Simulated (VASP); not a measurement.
Pd2F: single point with PBE

Crystal: Pd2F.

```
CELL_PARAMETERS angstrom
4.37916 0.00000 0.00000
-2.18958 3.79247 0.00000
0.00000 0.00000 2.65390
ATOMIC_POSITIONS crystal
Pd 0.33333 0.66667 0.50000
Pd 0.66667 0.33333 0.50000
F 0.00000 0.00000 0.00000
```

```
Program             : VASP 6.6.1
Task                : single point
Functional          : PBE
Potentials or basis : VASP PAW PBE potentials, release 64 (Pd, F)
Cutoff              : 520 eV
k mesh              : 12 × 12 × 18
Occupations         : gaussian, width 0.1 eV
Spin                : no spin polarisation
```

```yaml
Pressure: -0.4 GPa
Band_gap_on_the_k_mesh: zero (an odd number of electrons rules out a gap without spin polarisation)
```

Levels at points of the mesh, in eV from the Fermi level:
```csv
k point,band 11,band 12,band 13,band 14,band 15,band 16
"(0.00, 0.00, 0.00)",-1.27,-0.65,-0.65,-0.11,-0.11,6.58
"(0.50, 0.00, 0.00)",-0.70,-0.47,-0.40,0.04,0.78,2.10
"(0.00, 0.00, 0.50)",-1.51,-0.81,-0.81,1.07,2.31,5.87
"(0.50, 0.00, 0.50)",-1.34,-0.20,0.51,0.52,5.54,6.35
```

Wall time 82 s on 1 thread of AMD EPYC 9R45 96-Core Processor (Zen 5), with other jobs on the host, peak memory 0.25 GiB.

Caveat: an odd number of electrons without spin polarisation forces a metal; a magnetic or distorted state may lie lower.
